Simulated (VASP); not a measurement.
Wanted: the native input for a VASP 6.6.1 run.

```yaml
Task: single point
Functional: PBE
Dispersion: D3(BJ)
Potentials_or_basis: VASP PAW PBE potentials, release 64 (H, C)
Cutoff: 520 eV
k_mesh: 6 × 6 × 6
Occupations: gaussian, width 0.02 eV
Spin: no spin polarisation
Dipole_correction: no
Further_INCAR_settings: ALGO = Normal; EDIFF = 1e-06; NBANDS = 22
```

The structure of H3C2 lies in POSCAR:

```
H3C2
1.0
    3.4514245787     -3.0745193032      0.0565375495
    3.4514245787      3.0745193032      0.0565375495
   -0.6835921875      0.0000000000      3.8615901309
H C
6 4
Direct
    0.2723691074      0.2723691074      0.5595362438
    0.7276308926      0.7276308926      0.4404637562
    0.2164552468      0.5054107696      0.2238260785
    0.4945892304      0.7835447532      0.7761739215
    0.7835447532      0.4945892304      0.7761739215
    0.5054107696      0.2164552468      0.2238260785
    0.0816818913      0.0816818913      0.0845446364
    0.9183181087      0.9183181087      0.9154553636
    0.2781659863      0.2781659863      0.2816896075
    0.7218340137      0.7218340137      0.7183103925
```

The input as run:

INCAR

```
ALGO = Normal ; EDIFF = 1E-6
ENCUT = 520 ; GGA = PE
ISIF = 2 ; ISMEAR = 0
IVDW = 12 ; LASPH = T
LCHARG = T ; LELF = T
LREAL = F ; LVHAR = T
LWAVE = F ; NBANDS = 22
NELM = 100 ; PREC = Accurate
SIGMA = 0.02
```

KPOINTS

```
k-points
0
Gamma
  6 6 6
```

Potentials or basis: VASP PAW PBE potentials, release 64 (H, C).

Launch:

```console
$ cat potpaw_PBE.64/H/POTCAR potpaw_PBE.64/C/POTCAR > POTCAR
$ mpirun -np 1 vasp_std > vasp.out
```

Results of the run:

```
Pressure                   : 1.2 GPa
Largest force              : 0.065 eV/Å
Band gap on the k mesh     : 4.60 eV (least direct gap 4.73 eV)
Dispersion energy per atom : -0.068 eV
```

It took 50 s on 1 thread of Intel(R) Xeon(R) 6975P-C (Granite Rapids) (shared host), peak memory 0.22 GiB.
